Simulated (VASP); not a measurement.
# C (Cmme) in VASP: a series of runs

Runs on C. Level: PBE. Tasks: single point.

Program: VASP 6.6.1. These are calculated values, not measurements. Logs are shortened: lines on timing, memory, paths and dates and some standing lists are left out, and cuts for length are marked.

### Step 1. The cell of the first run

It takes space group Cmme (No. 67, orthorhombic). The conventional cell has a = 2.406 Å, b = 4.167 Å, c = 7.027 Å, α = 90.00°, β = 90.00°, γ = 90.00°. C (site symmetry m) has 3 C at 1.39 Å within 1.9 Å.

### Step 2. Single point, PBE

The input, INCAR:

```
SYSTEM = C
PREC     = Accurate       ! precision mode
ENCUT    = 520            ! plane-wave cutoff, eV
EDIFF    = 1E-6           ! SCF threshold, eV
ISMEAR   = -1             ! smearing method
SIGMA    = 0.05           ! smearing width, eV
LREAL    = .False.        ! projectors in reciprocal space
LASPH    = .True.         ! aspherical terms in the spheres
NELM     = 80             ! most SCF steps
ALGO     = Normal         ! electronic algorithm
ISIF     = 2              ! what is computed and relaxed
LWAVE    = .False.        ! write WAVECAR
LCHARG   = .True.         ! write CHGCAR
GGA      = PE             ! functional
LELF     = .True.         ! ELF
LVHAR    = .True.       
NBANDS   = 16             ! bands
```

The input, KPOINTS:

```
regular mesh
0
Gamma
  12 12 4
  0 0 0
```

The input, POSCAR:

```
C
1.0
    1.2029787322     -2.0836402113      0.0000000000
    1.2029787322      2.0836402113      0.0000000000
    0.0000000000      0.0000000000      7.0268334518
C
4
Direct
    0.9166205400      0.0833794600      0.7531376000
    0.4166205400      0.5833794600      0.2468624000
    0.0833794600      0.9166205400      0.2468624000
    0.5833794600      0.4166205400      0.7531376000
```

Potentials or basis: VASP PAW PBE potentials, release 64 (C).

The run is started by

```sh
> cat potpaw_PBE.64/C/POTCAR > POTCAR
> mpirun -np 1 vasp_std > vasp.out
```

OUTCAR:

```text
SYSTEM = C
   PREC = Accurate
   ENCUT = 520
   EDIFF = 1E-6
   ISMEAR = -1
   LREAL = .False.
   LASPH = .True.
   NELM = 80
   ISIF = 2
   GGA = PE

 ion  position               nearest neighbor table
   1  0.917  0.083  0.753-   4 1.39   4 1.39   4 1.39
   2  0.417  0.583  0.247-   3 1.39   3 1.39   3 1.39
   3  0.083  0.917  0.247-   2 1.39   2 1.39   2 1.39
   4  0.583  0.417  0.753-   1 1.39   1 1.39   1 1.39

  LATTYP: Found a hexagonal cell.
 ALAT       =     2.4059747215
 C/A-ratio  =     2.9205765917

  Lattice vectors:

 A1 = (   1.2029787322,  -2.0836402113,   0.0000000000)
 A2 = (   1.2029787322,   2.0836402113,   0.0000000000)
 A3 = (   0.0000000000,   0.0000000000,   7.0268334518)

Analysis of symmetry for initial positions (statically):
=====================================================================
 Subroutine PRICEL returns:
 Original cell was already a primitive cell.

 Routine SETGRP: Setting up the symmetry group for a
 hexagonal supercell.

 Subroutine GETGRP returns: Found  8 space group operations
 (whereof  4 operations were pure point group operations)
 out of a pool of 24 trial point group operations.

The static configuration has the point symmetry C_2h.
 The point group associated with its full space group is D_2h.

Analysis of symmetry for dynamics (positions and initial velocities):
=====================================================================
 Subroutine PRICEL returns:
 Original cell was already a primitive cell.

 Routine SETGRP: Setting up the symmetry group for a
 hexagonal supercell.

 Subroutine GETGRP returns: Found  8 space group operations
 (whereof  4 operations were pure point group operations)
 out of a pool of 24 trial point group operations.

The dynamic configuration has the point symmetry C_2h.
 The point group associated with its full space group is D_2h.

 Subroutine INISYM returns: Found  8 space group operations
 (whereof  4 operations are pure point group operations),
 and found     1 'primitive' translations

----------------------------------------------------------------------------------------

                                     Primitive cell

  volume of cell :      35.2266

  direct lattice vectors                    reciprocal lattice vectors
     1.202978732 -2.083640211  0.000000000     0.415634946 -0.239964653  0.000000000
     1.202978732  2.083640211  0.000000000     0.415634946  0.239964653  0.000000000
[... 87 lines left out ...]
   ENCUT  =  520.0 eV  38.22 Ry    6.18 a.u.   4.47  4.47 13.07*2*pi/ulx,y,z
   NELM   =     80;   NELMIN=  2; NELMDL= -5     # of ELM steps
   EDIFF  = 0.1E-05   stopping-criterion for ELM
   LREAL  =      F    real-space projection
   EDIFFG = 0.1E-04   stopping-criterion for IOM
   NSW    =      0    number of steps for IOM
   IBRION =     -1    ionic relax: 0-MD 1-quasi-New 2-CG
   NFREE  =      0    steps in history (QN), initial steepest desc. (CG)
   ISIF   =      2    stress and relaxation
   ISYM   =      2    0-nonsym 1-usesym 2-fastsym
   POTIM  = 0.5000    time-step for ionic-motion
   TEBEG  =    0.0;   TEEND  =   0.0 temperature during run
   PSTRESS=    0.0 pullay stress
   NELECT =      16.0000    total number of electrons
   NUPDOWN=      -1.0000    fix difference up-down
   EMIN   =  10.00;   EMAX   =-10.00  energy-range for DOS
   EFERMI =   0.00;   METHOD = LEGACY
   ISMEAR =    -1;   SIGMA  =   0.05  broadening in eV -4-tet -1-fermi 0-gaus
   EFERMI_NEDOS =   21; number of points for ismear=-14 and -15
   IALGO  =     38    algorithm
   IMIX   =      4    mixing-type and parameters
     AMIX     =   0.40;   BMIX     =  1.00
     AMIX_MAG =   1.60;   BMIX_MAG =  1.00
  volume/ion in A,a.u.               =       8.81        59.43
  Fermi-wavevector in a.u.,A,eV,Ry     =   1.258417  2.378064 21.546381  1.583614
  Thomas-Fermi vector in A             =   2.392028
   LORBIT       =      0    0 simple, 1 ext, 2 COOP (PROOUT), +10 PAW based schemes
   GGA     = PE    functional components
   LHFCALC =     F    Hartree Fock is set to
   AEXX    =    0.0000 exact exchange contribution
   IVDW    =     0    specifies the selected vdW correction
   LEPSILON=     F    determine dielectric tensor
   LRPA    =     F    only Hartree local field effects (RPA)
 non-spin polarized calculation
  energy-cutoff  :      520.00
  volume of cell :       35.23
 maximum number of plane-waves:       986
 NGX is ok and might be reduce to    18
   NGX =  9   NGY =  9   NGZ = 27

 number of electron      16.0000002 magnetization

 Free energy of the ion-electron system (eV)
  ---------------------------------------------------
  ext. energy  EPLUGINS =         0.00000000
  ---------------------------------------------------
  free energy    TOTEN  =       -36.68240539 eV

  energy without entropy =      -36.68095641  energy(sigma->0) =      -36.68168090

 E-fermi :   4.7186     XC(G=0): -10.1436

 val. band max:        4.7069525794   @ k =   0.3333   0.3333   0.5000
 cond. band min:       4.7331465005   @ k =   0.3333   0.3333   0.5000
 fundamental gap:      0.0261939211
 Fermi energy:         4.7186343451

 k-point     1 :       0.0000    0.0000    0.0000
  band No.  band energies     occupation
      1     -15.4835      2.00000
      2     -15.2822      2.00000
      3      -4.1012      2.00000
      4      -2.5972      2.00000
      5       1.7257      2.00000
      6       1.7323      2.00000
[... 433 lines left out ...]
      3      -6.1978      2.00000
      4      -6.1072      2.00000
      5      -2.0519      2.00000
      6      -2.0135      2.00000
[... 8 lines left out ...]
     15      19.3590      0.00000
     16      21.8784      0.00000

 [... further k-points ...]
[... 5 lines left out ...]
  --------------------------------------------------------------------------------------
  -------------------------------------------------------------------------------------
  Total        7.3258648      7.2756761      0.4248939      0.0000000      0.0000000      0.0000000
  in kB      333.1955165    330.9128272     19.3250548      0.0000000      0.0000000      0.0000000
  external PRESSURE =     227.8111328 kB  Pullay stress =       0.0000000 kB

 VOLUME and BASIS-vectors are now :
 -----------------------------------------------------------------------------
  energy-cutoff  :      520.00
  volume of cell :       35.23
      direct lattice vectors                 reciprocal lattice vectors
     1.202978732 -2.083640211  0.000000000     0.415634946 -0.239964653  0.000000000
     1.202978732  2.083640211  0.000000000     0.415634946  0.239964653  0.000000000
     0.000000000  0.000000000  7.026833452     0.000000000  0.000000000  0.142311613

 POSITION                                       TOTAL-FORCE (eV/Angst)
 -----------------------------------------------------------------------------------
      1.20298     -1.73617      5.29217         0.000000     -0.027247     -0.009200
      1.20298      0.34747      1.73466         0.000000     -0.027247      0.009200
      1.20298      1.73617      1.73466         0.000000      0.027247      0.009200
      1.20298     -0.34747      5.29217         0.000000      0.027247     -0.009200
 -----------------------------------------------------------------------------------
    total drift:                                0.000000     -0.000000      0.000000

  FREE ENERGIE OF THE ION-ELECTRON SYSTEM (eV)
  ---------------------------------------------------
  free  energy   TOTEN  =       -36.6824053854 eV

  energy  without entropy=      -36.6809564097  energy(sigma->0) =      -36.68168090
```

OSZICAR:

```text
N       E                     dE             d eps       ncg     rms          rms(c)
DAV:   1     0.363606461036E+02    0.36361E+02   -0.79828E+03  4144   0.922E+02
DAV:   2    -0.369012689201E+02   -0.73262E+02   -0.67212E+02  5856   0.195E+02
DAV:   3    -0.396547442337E+02   -0.27535E+01   -0.27394E+01  5304   0.351E+01
DAV:   4    -0.396772564685E+02   -0.22512E-01   -0.22505E-01  5240   0.383E+00
DAV:   5    -0.396776098318E+02   -0.35336E-03   -0.35334E-03  5248   0.455E-01    0.980E+00
DAV:   6    -0.373978978015E+02    0.22797E+01   -0.15367E+00  4896   0.790E+00    0.573E+00
DAV:   7    -0.366713267122E+02    0.72657E+00   -0.18896E+00  5112   0.887E+00    0.172E+00
DAV:   8    -0.366842191478E+02   -0.12892E-01   -0.88081E-02  4848   0.178E+00    0.434E-01
DAV:   9    -0.366821821761E+02    0.20370E-02   -0.27082E-03  5048   0.365E-01    0.131E-01
DAV:  10    -0.366824176686E+02   -0.23549E-03   -0.94275E-04  4496   0.197E-01    0.100E-01
DAV:  11    -0.366824048396E+02    0.12829E-04   -0.35304E-05  5392   0.393E-02    0.172E-02
DAV:  12    -0.366824053854E+02   -0.54574E-06   -0.14177E-06  4624   0.927E-03
   1 F= -.36682405E+02 E0= -.36681681E+02  d E =-.144898E-02
```

Run time: 25 s. Hardware: 1 thread of Intel Xeon 6975P-C (Granite Rapids), shared host; peak memory 0.17 GiB.

Results:

```yaml
Free_energy: -36.6824 eV
Pressure: 22.8 GPa
Largest_force: 0.029 eV/Å
Band_gap_on_the_k_mesh: 0.03 eV
```

Forces on the atoms (eV/Å):
```
C    0.000 -0.027 -0.009
C    0.000 -0.027  0.009
C    0.000  0.027  0.009
C    0.000  0.027 -0.009
```

Levels at points of the mesh, in eV from the valence-band top:
```
           k point  band 6  band 7  band 8  band 9  band 10  band 11
(0.00, 0.00, 0.00)   -2.97   -2.97   -2.96    3.67     8.80     8.83
(0.50, 0.00, 0.00)   -6.59   -2.55   -2.55    1.85     1.85     8.14
(0.50, 0.50, 0.00)   -6.57   -2.99   -1.93    1.12     2.39     8.00
(0.00, 0.00, 0.50)   -2.98   -2.97   -2.96    5.85     6.06     8.83
(0.50, 0.00, 0.50)   -6.59   -2.49   -2.49    1.70     1.70     8.13
(0.50, 0.50, 0.50)   -6.58   -2.53   -2.45    1.66     1.74     8.12
```

Caveat: this functional lacks dispersion, which binds the layers, so the pressure and a relaxed spacing across them are unreliable. A k mesh can miss the band edges.

### Step 3. Single point, PBE

This run uses another cell than the first one, of 8.99 Å³/atom, 1.021 times its volume.

The input, INCAR:

```
ALGO = Normal
EDIFF = 1E-6
ENCUT = 520
GGA = PE
ISIF = 2
ISMEAR = -1
LASPH = True
LCHARG = False
LREAL = False
LWAVE = False
NBANDS = 16
NELM = 80
PREC = Accurate
SIGMA = 0.05
```

The input, KPOINTS:

```
k-points
0
Gamma
  12 12 4
```

The input, POSCAR:

```
C
1.0
    1.2114506926     -2.0983142173      0.0000000000
    1.2114506926      2.0983142173      0.0000000000
    0.0000000000      0.0000000000      7.0763198248
C
4
Direct
    0.9166205400      0.0833794600      0.7531376000
    0.4166205400      0.5833794600      0.2468624000
    0.0833794600      0.9166205400      0.2468624000
    0.5833794600      0.4166205400      0.7531376000
```

Potentials or basis: VASP PAW PBE potentials, release 64 (C).

The run is started by

```sh
> cat potpaw_PBE.64/C/POTCAR > POTCAR
> mpirun -np 1 vasp_std > vasp.out
```

Wall time 24 s (1 thread of Intel Xeon 6975P-C (Granite Rapids), shared host); peak memory 0.17 GiB.

Results (log left out):

```
Free energy            : -36.7735 eV
Pressure               : 16.0 GPa
Largest force          : 0.027 eV/Å
Band gap on the k mesh : 0.03 eV
```

Forces in eV/Å, atoms in the order of the input:
```
C    0.000 -0.026 -0.009
C    0.000 -0.026  0.009
C    0.000  0.026  0.009
C    0.000  0.026 -0.009
```

Stress tensor (GPa, compression positive):
```
23.24  0.00  0.00
 0.00 23.02  0.00
 0.00  0.00  1.77
```

Levels at points of the mesh, in eV from the valence-band top:
| k point | band 6 | band 7 | band 8 | band 9 | band 10 | band 11 |
| --- | --- | --- | --- | --- | --- | --- |
| (0.00, 0.00, 0.00) | -2.99 | -2.99 | -2.97 | 3.70 | 8.65 | 8.69 |
| (0.50, 0.00, 0.00) | -6.53 | -2.50 | -2.50 | 1.83 | 1.83 | 7.92 |
| (0.50, 0.50, 0.00) | -6.51 | -2.93 | -1.91 | 1.13 | 2.35 | 7.79 |
| (0.00, 0.00, 0.50) | -2.99 | -2.98 | -2.98 | 5.84 | 6.05 | 8.68 |
| (0.50, 0.00, 0.50) | -6.53 | -2.45 | -2.45 | 1.69 | 1.69 | 7.92 |
| (0.50, 0.50, 0.50) | -6.53 | -2.49 | -2.41 | 1.66 | 1.73 | 7.91 |

Caveat: this functional lacks dispersion, which binds the layers, so the pressure and a relaxed spacing across them are unreliable. A k mesh can miss the band edges.

### Step 4. Single point, PBE

This run uses another cell than the first one, of 9.18 Å³/atom, 1.043 times its volume.

The input, INCAR:

```
  PREC = Accurate
  ENCUT = 520
  EDIFF = 1E-6
  ISMEAR = -1
  SIGMA = 0.05
  LREAL = False
  LASPH = True
  NELM = 60
  ALGO = Normal
  ISIF = 2
  LWAVE = False
  LCHARG = True
  GGA = PE
  LELF = True
  LVHAR = True
  NBANDS = 16
```

The input, KPOINTS:

```
Automatic mesh
0
Gamma
  12 12 4
```

The input, POSCAR:

```
C
1.0
    1.2198057890     -2.1127858072      0.0000000000
    1.2198057890      2.1127858072      0.0000000000
    0.0000000000      0.0000000000      7.1251235727
C
4
Direct
    0.9166205400      0.0833794600      0.7531376000
    0.4166205400      0.5833794600      0.2468624000
    0.0833794600      0.9166205400      0.2468624000
    0.5833794600      0.4166205400      0.7531376000
```

The run is started by

```sh
> cat potpaw_PBE.64/C/POTCAR > POTCAR
> mpirun -np 1 vasp_std > vasp.out
```

It took 26 s on 1 thread of Intel Xeon 6975P-C (Granite Rapids), shared host; peak memory 0.17 GiB.

It converged, with:

| Item | Value |
| --- | --- |
| Free energy | -36.8343 eV |
| Pressure | 9.8 GPa |
| Largest force | 0.026 eV/Å |
| Band gap on the k mesh | 0.02 eV |

Forces on the atoms (eV/Å):
```
C    0.000 -0.025 -0.008
C    0.000 -0.025  0.008
C    0.000  0.025  0.008
C    0.000  0.025 -0.008
```

Stress tensor (GPa, compression positive):
```
14.03  0.00  0.00
 0.00 13.82  0.00
 0.00  0.00  1.62
```

Levels at points of the mesh, in eV from the valence-band top:
```csv
k point,band 4,band 5,band 6,band 7,band 8,band 9,band 10,band 11,band 12,band 13
"(0.00, 0.00, 0.00)",-7.06,-3.01,-3.00,-3.00,-2.98,3.74,8.51,8.55,8.57,8.57
"(0.50, 0.00, 0.00)",-13.41,-6.48,-6.48,-2.46,-2.46,1.82,1.82,7.71,7.71,11.15
"(0.50, 0.50, 0.00)",-13.37,-6.49,-6.46,-2.88,-1.88,1.15,2.32,7.59,7.84,11.02
"(0.00, 0.00, 0.50)",-7.78,-3.00,-3.00,-2.99,-2.99,5.84,6.04,8.54,8.55,8.56
"(0.50, 0.00, 0.50)",-13.41,-6.48,-6.48,-2.41,-2.41,1.69,1.69,7.71,7.71,12.31
"(0.50, 0.50, 0.50)",-13.41,-6.48,-6.47,-2.45,-2.37,1.65,1.72,7.70,7.73,12.38
```

Caveat: this functional lacks dispersion, which binds the layers, so the pressure and a relaxed spacing across them are unreliable.

### Step 5. Summary

| cell | gap on the mesh (eV) | pressure (GPa) | largest force (eV/Å) |
| --- | --- | --- | --- |
| a = 2.406, b = 2.406, c = 7.027 Å, angles 90.0, 90.0, 120.0°, 4 atoms | 0.03 | 22.8 | 0.03 |
| a = 2.423, b = 2.423, c = 7.076 Å, angles 90.0, 90.0, 120.0°, 4 atoms | 0.03 | 16.0 | 0.03 |
| a = 2.440, b = 2.440, c = 7.125 Å, angles 90.0, 90.0, 120.0°, 4 atoms | 0.02 | 9.8 | 0.03 |

Alike in all rows: task single point; level PBE; potentials or basis VASP PAW PBE potentials, release 64 (C); no spin polarisation; k mesh 12 × 12 × 4; cutoff (eV) 520; smearing fermi-dirac 0.05 eV.

Caveats: this functional lacks dispersion, which binds the layers, so the pressure and a relaxed spacing across them are unreliable.

Total energies depend on the potentials used, so only differences within one code and one set of settings carry meaning.
